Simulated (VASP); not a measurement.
As2Pt:

```
As Pt
1.0
     6.05921    0.00000    0.00000
     0.00000    6.05921    0.00000
     0.00000    0.00000    6.05921
As Pt
8 4
Direct
  0.38353 0.38353 0.38353
  0.11647 0.61647 0.88353
  0.88353 0.11647 0.61647
  0.61647 0.88353 0.11647
  0.61647 0.61647 0.61647
  0.88353 0.38353 0.11647
  0.11647 0.88353 0.38353
  0.38353 0.11647 0.88353
  0.00000 0.00000 0.00000
  0.50000 0.00000 0.50000
  0.50000 0.50000 0.00000
  0.00000 0.50000 0.50000
```

- Program: VASP 6.6.1
- Task: relaxation of cell and atoms
- Functional: PBE
- Dispersion: D3(BJ)
- Potentials or basis: VASP PAW PBE potentials, release 64 (As, Pt)
- Cutoff: 500 eV
- k mesh: 6 × 6 × 6
- Occupations: gaussian, width 0.02 eV
- Spin: no spin polarisation

At the start: pressure -4.7 GPa; volume 18.54 Å³/atom.

Q: Where does the relaxation end?

A: Over 5 steps the energy falls by 9.3 meV/atom and the volume is 17.92 Å³/atom (-3.3 %); space group Pa-3 (No. 205, to 0.05 Å).

Step by step:
| step | energy change (eV) | largest force (eV/Å) | pressure (GPa) | volume (Å³) |
| --- | --- | --- | --- | --- |
| 1 | 0.0000 | 0.0440 | -4.66 | 222.46 |
| 2 | 0.1121 | 0.1243 | 7.82 | 205.55 |
| 3 | -0.1104 | 0.0786 | -0.03 | 215.22 |
| 4 | -0.1104 | 0.0793 | 0.07 | 215.07 |
| 5 | -0.1116 | 0.0102 | 0.07 | 215.04 |

Final structure:
```
As Pt
1.0
     5.99108    0.00000    0.00000
     0.00000    5.99108    0.00000
     0.00000    0.00000    5.99108
As Pt
8 4
Direct
  0.38312 0.38312 0.38312
  0.11688 0.61688 0.88312
  0.88312 0.11688 0.61688
  0.61688 0.88312 0.11688
  0.61688 0.61688 0.61688
  0.88312 0.38312 0.11688
  0.11688 0.88312 0.38312
  0.38312 0.11688 0.88312
  0.00000 0.00000 0.00000
  0.50000 0.00000 0.50000
  0.50000 0.50000 0.00000
  0.00000 0.50000 0.50000
```
